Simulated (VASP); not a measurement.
Wanted: the native input for a VASP 6.6.1 run.

* Task: single point
* Functional: PBE
* Dispersion: D3(BJ)
* Potentials or basis: VASP PAW PBE potentials, release 64 (W_sv, Si)
* Cutoff: 520 eV
* k mesh: 5 × 5 × 1
* Occupations: gaussian, width 0.1 eV
* Spin: no spin polarisation
* Dipole correction: yes
* Further INCAR settings: ALGO = Normal; EDIFF = 1e-06; NBANDS = 98

The structure of SiW12 lies in POSCAR:

```
SiW12
1.0
    5.6644156868      0.0000000000      0.0000000000
    0.0000000000      5.6644156868      0.0000000000
    0.0000000000      0.0000000000     21.1500668291
W Si
12 1
Direct
    0.2500000000      0.2500000000      0.1891246979
    0.2500000000      0.7500000000      0.1891246979
    0.7500000000      0.2500000000      0.1891246979
    0.7500000000      0.7500000000      0.1891246979
    0.0000000000      0.0000000000      0.2848852803
    0.0000000000      0.5000000000      0.2848852803
    0.5000000000      0.0000000000      0.2848852803
    0.5000000000      0.5000000000      0.2848852803
    0.2500000000      0.2500000000      0.3806166143
    0.2500000000      0.7500000000      0.3806166143
    0.7500000000      0.2500000000      0.3806166143
    0.7500000000      0.7500000000      0.3806166143
    0.4166666667      0.4166666667      0.4988195505
```

These files were run (other wordings do the same):

INCAR

```
SYSTEM = SiW12
PREC = Accurate ; ENCUT = 520
EDIFF = 1E-6 ; ISMEAR = 0
SIGMA = 0.1 ; LREAL = .FALSE.
LASPH = .TRUE. ; NELM = 100
ALGO = Normal ; ISIF = 2
LWAVE = .FALSE. ; LCHARG = .FALSE.
LDIPOL = .TRUE. ; IDIPOL = 3
DIPOL = 0.5 0.5 0.301 ; GGA = PE
IVDW = 12 ; NBANDS = 98
```

KPOINTS

```
regular mesh
0
G
  5 5 1
  0 0 0
```

Potentials or basis: VASP PAW PBE potentials, release 64 (W_sv, Si).

Run with:

```sh
$ cat potpaw_PBE.64/W_sv/POTCAR potpaw_PBE.64/Si/POTCAR > POTCAR
$ mpirun -np 1 vasp_std > vasp.out
```

It gave:

```
Largest force              : 2.881 eV/Å
Band gap on the k mesh     : zero (band 86 reaches 0.23 eV, above the bottom of band 87 at -0.03 eV)
Dispersion energy per atom : -0.400 eV
```

Caveat: spin-orbit coupling is left out, which moves the levels of the heavy elements.

Run time: 32 min on 1 thread of Intel(R) Xeon(R) Platinum 8488C (Sapphire Rapids), with other jobs on the host, peak memory 0.86 GiB.
